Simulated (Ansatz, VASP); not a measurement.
Given: the input of a run of Ansatz 0.2.0 on Si2Mo.

File input.yaml:

```yaml
crystal:
  lattice:
    - [4.5854715599, 0.0, 0.0]
    - [-2.29273578, 3.9711348592, 0.0]
    - [0.0, 0.0, 6.5797601]
  atoms:
    - { symbol: Mo, position: [0.51437, 0.508672, 0.830883] }
    - { symbol: Mo, position: [-0.000203, 0.512057, 0.169228] }
    - { symbol: Mo, position: [0.501273, -0.011165, 0.500699] }
    - { symbol: Si, position: [0.159299, 0.326528, 0.490466] }
    - { symbol: Si, position: [0.680001, 0.837149, 0.158473] }
    - { symbol: Si, position: [0.833315, 0.168262, 0.834037] }
    - { symbol: Si, position: [0.831339, 0.675271, 0.495928] }
    - { symbol: Si, position: [0.331207, 0.16037, 0.163171] }
    - { symbol: Si, position: [0.159485, 0.83064, 0.833635] }
kpoints:
  mp_grid: { grid: [7, 7, 4] }
scf:
  occupations: { method: fermi_dirac, width: 0.05 }
hamiltonian:
  xc: pbe
  pseudopotentials: { kind: all_electron, lapw: { basis_error: 0.001 } }
output:
  forces: true
  stress: true
  eigenvalues: true
  populations: true
```

Potentials or basis: all-electron LAPW, scalar-relativistic.

The run is started by

```sh
$ ansatz run input.yaml --threads 8 --pin off --max-ram 24576MiB --backend cpu --events-out ev --progress --plain --runs-dir out
```

Set up the same calculation for VASP 6.6.1. Potentials there: VASP PAW PBE potentials, release 64 (Mo_sv, Si).

As run (the cutoff follows the program's own potentials):

File INCAR:

```
SYSTEM = Si2Mo
PREC = Accurate ; ENCUT = 520
EDIFF = 1E-7 ; ISMEAR = -1
SIGMA = 0.05 ; LREAL = .FALSE.
LASPH = .TRUE. ; NELM = 80
ALGO = Normal ; ISIF = 2
LWAVE = .FALSE. ; LCHARG = .FALSE.
GGA = PE ; NBANDS = 43
```

Contents of KPOINTS:

```
regular mesh
0
G
  7 7 4
  0 0 0
```

The input POSCAR:

```
Si2Mo
1.0
    4.5854715599      0.0000000000      0.0000000000
   -2.2927357800      3.9711348592      0.0000000000
    0.0000000000      0.0000000000      6.5797601000
Mo Si
3 6
Direct
    0.5143700000      0.5086720000      0.8308830000
   -0.0002030000      0.5120570000      0.1692280000
    0.5012730000     -0.0111650000      0.5006990000
    0.1592990000      0.3265280000      0.4904660000
    0.6800010000      0.8371490000      0.1584730000
    0.8333150000      0.1682620000      0.8340370000
    0.8313390000      0.6752710000      0.4959280000
    0.3312070000      0.1603700000      0.1631710000
    0.1594850000      0.8306400000      0.8336350000
```

Potentials or basis: VASP PAW PBE potentials, release 64 (Mo_sv, Si).

Launch:

```bash
$ cat potpaw_PBE.64/Mo_sv/POTCAR potpaw_PBE.64/Si/POTCAR > POTCAR
$ mpirun -np 1 vasp_std > vasp.out
```

Both were run:

|  | VASP | Ansatz | Ansatz less VASP |
| --- | --- | --- | --- |
| gap on the k mesh at the Fermi level (eV) | 0.06 | 0.06 | +0.001 |
| least direct gap on the mesh (eV) | 0.54 | 0.54 | +0.001 |
| pressure (GPa) | 4.4 | 4.3 | -0.13 |
| traceless stress, the component that is largest in VASP (GPa) | 0.75 | 0.75 | -0.005 |
| rms of the force components (eV/Å) | 0.514 | 0.512 | -0.0012 |

Atom by atom the forces differ by 0.003 eV/Å (rms over components). Ansatz ran all-electron here, and VASP with PAW potentials.
